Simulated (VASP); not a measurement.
Here is a VASP 6.6.1 calculation.

Contents of INCAR:

```
SYSTEM = BeF
ALGO = Normal
EDIFF = 1E-6
ENCUT = 520
GGA = PE
ISIF = 2
ISMEAR = 0
IVDW = 12
LASPH = .True.
LCHARG = .True.
LELF = .True.
LREAL = .False.
LVHAR = .True.
LWAVE = .False.
NBANDS = 17
NELM = 100
PREC = Accurate
SIGMA = 0.1
```

File KPOINTS:

```
k-points
0
Gamma
  6 6 6
  0 0 0
```

File POSCAR:

```
BeF
1.0
    1.2593287818      0.7270738112      6.4810856882
   -1.2593287818      0.7270738112      6.4810856882
    0.0000000000     -1.4541476223      6.4810856882
Be F
2 2
Direct
    0.3828819836      0.3828819836      0.3828819836
    0.6171180164      0.6171180164      0.6171180164
    0.7636821630      0.7636821630      0.7636821630
    0.2363178370      0.2363178370      0.2363178370
```

Potentials or basis: VASP PAW PBE potentials, release 64 (Be, F).

Command:

```bash
$ cat potpaw_PBE.64/Be/POTCAR potpaw_PBE.64/F/POTCAR > POTCAR
$ mpirun -np 1 vasp_std > vasp.out
```

Estimate the pressure.

0.2 GPa.

What does it give for the band gap on the k mesh?

Zero (band 9 reaches 6.00 eV, above the bottom of band 10 at 5.42 eV).

Forces in eV/Å, atoms in the order of the input:
```
Be   0.000  0.000 -0.025
Be   0.000  0.000  0.025
F    0.000  0.000  0.017
F    0.000  0.000 -0.017
```

Caveat: the k points lie up to 0.48 Å⁻¹ apart; pairwise dispersion overbinds metals, which lowers pressure and volume.
